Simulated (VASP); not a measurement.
Wanted: the native input for a VASP 6.6.1 run.

```
Task                   : single point
Functional             : r2SCAN
Potentials or basis    : VASP PAW PBE potentials, release 64 (C)
Cutoff                 : 520 eV
k mesh                 : 29 × 29 × 29
Occupations            : fermi-dirac, width 0.1 eV
Spin                   : no spin polarisation
Dipole correction      : no
Further INCAR settings : ALGO = Normal; EDIFF = 1e-06; NBANDS = 8
```

Crystal: C.

```xyz
1
Lattice="1.7700 0.0000 0.0000 0.0000 1.7700 0.0000 0.0000 0.0000 1.7700" Properties=species:S:1:pos:R:3 pbc="T T T"
C     0.0000    0.0000    0.0000
```

The input as run:

POSCAR

```
C
1.0
    1.7699689494      0.0000000000      0.0000000000
    0.0000000000      1.7699689494      0.0000000000
    0.0000000000      0.0000000000      1.7699689494
C
1
Direct
    0.0000000000      0.0000000000      0.0000000000
```

INCAR.step1

```
SYSTEM = C
  PREC = Accurate
  ENCUT = 520
  ISMEAR = -1
  SIGMA = 0.1
  LREAL = .False.
  LASPH = .True.
  NELM = 80
  NBANDS = 8
  GGA = PE
  ALGO = Normal
  EDIFF = 1E-4
  LWAVE = .True.
  LCHARG = .False.
```

INCAR.step2

```
SYSTEM = C
  PREC = Accurate
  ENCUT = 520
  EDIFF = 1E-6
  ISMEAR = -1
  SIGMA = 0.1
  LREAL = .False.
  LASPH = .True.
  NELM = 80
  ALGO = Normal
  ISIF = 2
  LWAVE = .False.
  LCHARG = .False.
  METAGGA = R2SCAN
  LMIXTAU = .True.
  NBANDS = 8
  ISTART = 1
```

KPOINTS

```
Automatic mesh
0
Gamma
  29 29 29
  0 0 0
```

Potentials or basis: VASP PAW PBE potentials, release 64 (C).

Launch:

```console
$ cat potpaw_PBE.64/C/POTCAR > POTCAR
$ cp INCAR.step1 INCAR
$ mpirun -np 1 vasp_std > vasp.out
$ cp INCAR.step2 INCAR
$ mpirun -np 1 vasp_std > vasp.out
```

Results of the run:

```json
{"Pressure": "3.9 GPa", "Band gap on the k mesh": "zero (bands 2 and 3 overlap by 13.05 eV)"}
```

Caveat: the cell stands under pressure; the PAW data sets were made with another functional, which shifts forces and pressure a little.

Run time: 18 s on 1 thread of Intel(R) Xeon(R) 6975P-C (Granite Rapids), with other jobs on the host, peak memory 0.13 GiB.
